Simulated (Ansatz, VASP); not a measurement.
# Fe in VASP and in Ansatz

INCAR

```
PREC = Accurate
ENCUT = 600
EDIFF = 1E-6
ISMEAR = -1
SIGMA = 0.05
LREAL = False
LASPH = True
NELM = 150
ALGO = Normal
ISIF = 3
LWAVE = False
LCHARG = False
ISPIN = 2
MAGMOM = 2.5
LORBIT = 11
LMAXMIX = 4
GGA = PS
IBRION = 2
NSW = 80
EDIFFG = -0.01
```

Contents of KPOINTS:

```
Automatic mesh
0
Gamma
  15 15 15
```

POSCAR

```
Fe
1.0
   -1.4332500000      1.4332500000      1.4332500000
    1.4332500000     -1.4332500000      1.4332500000
    1.4332500000      1.4332500000     -1.4332500000
Fe
1
Direct
    0.0000000000      0.0000000000      0.0000000000
```

Input for Ansatz:

```yaml
crystal:
  lattice:
    - [-1.43325, 1.43325, 1.43325]
    - [1.43325, -1.43325, 1.43325]
    - [1.43325, 1.43325, -1.43325]
  atoms:
    - { symbol: Fe, position: [0.0, 0.0, 0.0], spin: 2.5 }
hamiltonian:
  xc: pbesol
  pseudopotentials:
    kind: paw
    azcp:
      Fe: "pseudopotentials/Fe.paw.azcp"
basis:
  ecutwfc: 420
  fft_grid_basis: typed
kpoints:
  mp_grid: { grid: [15, 15, 15], shift: [0, 0, 0] }
magnetization:
  spin_polarized: true
scf:
  occupations: { method: fermi_dirac, width: 0.05 }
relax:
  max_steps: 60
  f_tol: 0.01
  cell: {}
```

Alike in both runs: task relaxation of cell and atoms; functional PBEsol; k mesh 15 × 15 × 15; occupations fermi-dirac, width 0.05 eV; collinear spin.

```csv
,VASP,Ansatz
version,VASP 6.6.1,Ansatz 0.2.0
potentials or method,"VASP PAW PBE potentials, release 64 (Fe), cutoff 600 eV","plane waves (420 eV) with PAW, scalar-relativistic"
valence electrons in the cell,8,16
```

Ansatz gave:

- net moment per atom (μB): 2.11
- size of the moment on the site where the two differ most (μB): 2.13
- relaxed volume (Å³/atom): 10.84
- relaxed cell length with the largest relative difference (Å): 2.415

Q: Estimate VASP's values.

A: net moment per atom (μB): 2.12; size of the moment on the site where the two differ most (μB): 2.10; relaxed volume (Å³/atom): 10.84; relaxed cell length with the largest relative difference (Å): 2.415.

VASP's potentials were made for PBE, not for PBEsol, and Ansatz warns of the same on its side. Site moments also hang on the region over which each program counts them. VASP's potentials hold 8 valence electrons a cell and Ansatz's 16, so a difference there can come from the potentials and not from the codes.
